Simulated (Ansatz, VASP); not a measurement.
**Cd: VASP beside Ansatz**

```
Cd
1.0
    -2.53957    2.53957    1.30305
     2.53957   -2.53957    1.30305
     2.53957    2.53957   -1.30305
Cd
2
Direct
  0.62500 0.87500 0.75000
  0.37500 0.12500 0.25000
```

Change from the starting cell: volume scaled by 0.65, PAW files.

Alike in both runs: task single point; functional PBE; k mesh 14 × 14 × 14; occupations fermi-dirac, width 0.1 eV; no spin polarisation.

|  | VASP | Ansatz |
| --- | --- | --- |
| version | VASP 6.6.1 | Ansatz 0.2.0 |
| potentials or method | VASP PAW PBE potentials, release 64 (Cd) | PAW with Ansatz's default frozen-core files, scalar-relativistic |
| plane-wave cutoff (eV) | 520 | 420 |
| valence electrons in the cell | 24 | 40 |

|  | VASP | Ansatz | Ansatz less VASP |
| --- | --- | --- | --- |
| pressure (GPa) | 47.9 | 46.3 | -1.64 |
| traceless stress, the component that is largest in VASP (GPa) | 0.39 | 0.19 | -0.201 |

Both programs put the cell under a high pressure, so it lies far from rest at this level. VASP's potentials hold 24 valence electrons a cell and Ansatz's 40, so a difference there can come from the potentials and not from the codes.
